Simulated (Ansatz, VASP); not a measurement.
**CdSe in VASP and in Ansatz**

File POSCAR:

```
CdSe
1.0
    0.0381280449      3.0752312006      3.0752312006
    3.0752312006      0.0381280449      3.0752312006
    3.0752312006      3.0752312006      0.0381280449
Cd Se
1 1
Direct
    0.0013554742      0.0013554742      0.0013554742
    0.2486445258      0.2486445258      0.2486445258
```

INCAR.step1

```
SYSTEM = CdSe
ALGO = Normal ; EDIFF = 1E-4
ENCUT = 520 ; GGA = PE
ISMEAR = 0 ; LASPH = .True.
LCHARG = .False. ; LREAL = .False.
LWAVE = .True. ; NBANDS = 16
NELM = 80 ; PREC = Accurate
SIGMA = 0.01
```

The input INCAR.step2:

```
SYSTEM = CdSe
ALGO = Normal ; EDIFF = 1E-6
ENCUT = 520 ; ISIF = 2
ISMEAR = 0 ; ISTART = 1
LASPH = .True. ; LCHARG = .False.
LMIXTAU = .True. ; LREAL = .False.
LWAVE = .False. ; METAGGA = R2SCAN
NBANDS = 16 ; NELM = 80
PREC = Accurate ; SIGMA = 0.01
```

KPOINTS

```
k-points
0
Gamma
  8 8 8
  0 0 0
```

Input for Ansatz:

```yaml
crystal:
  lattice:
    - [0.0381280449, 3.0752312006, 3.0752312006]
    - [3.0752312006, 0.0381280449, 3.0752312006]
    - [3.0752312006, 3.0752312006, 0.0381280449]
  atoms:
    - { symbol: Cd, position: [0.0013554742, 0.0013554742, 0.0013554742] }
    - { symbol: Se, position: [0.2486445258, 0.2486445258, 0.2486445258] }
kpoints:
  mp_grid: { grid: [8, 8, 8] }
  band_path:
    path:
      - [0.0, 0.0, 0.0]
      - [-0.5, -0.5, 0.0]
      - [-0.375, -0.375, 0.25]
      - [-0.375, 0.0, 0.375]
      - [0.0, 0.0, 0.5]
      - [-0.5, -0.25, 0.25]
    npoints: 1
hamiltonian:
  xc: r2scan
scf:
  occupations: { method: fixed }
  n_extra_bands: 4
output:
  forces: true
  stress: true
  eigenvalues: true
```

Change from the starting cell: epitaxial_111 strain -1.0%.

Alike in both runs: task single point; functional r2SCAN; k mesh 8 × 8 × 8; no spin polarisation.

```csv
,VASP,Ansatz
version,VASP 6.6.1,Ansatz 0.2.0
potentials or method,"VASP PAW PBE potentials, release 64 (Cd, Se)","plane waves, PAW"
plane-wave cutoff (eV),520,500
occupations,"gaussian, width 0.01 eV",fixed
valence electrons in the cell,18,36
```

|  | VASP | Ansatz | Ansatz less VASP |
| --- | --- | --- | --- |
| gap on the k mesh at the Fermi level (eV) | 1.02 | 1.03 | +0.010 |
| pressure (GPa) | 0.8 | 0.5 | -0.25 |
| traceless stress, the component that is largest in VASP (GPa) | -0.28 | -0.28 | +0.003 |

VASP's potentials were made for PBE, not for r2SCAN. VASP's potentials hold 18 valence electrons a cell and Ansatz's 36, so a difference there can come from the potentials and not from the codes.
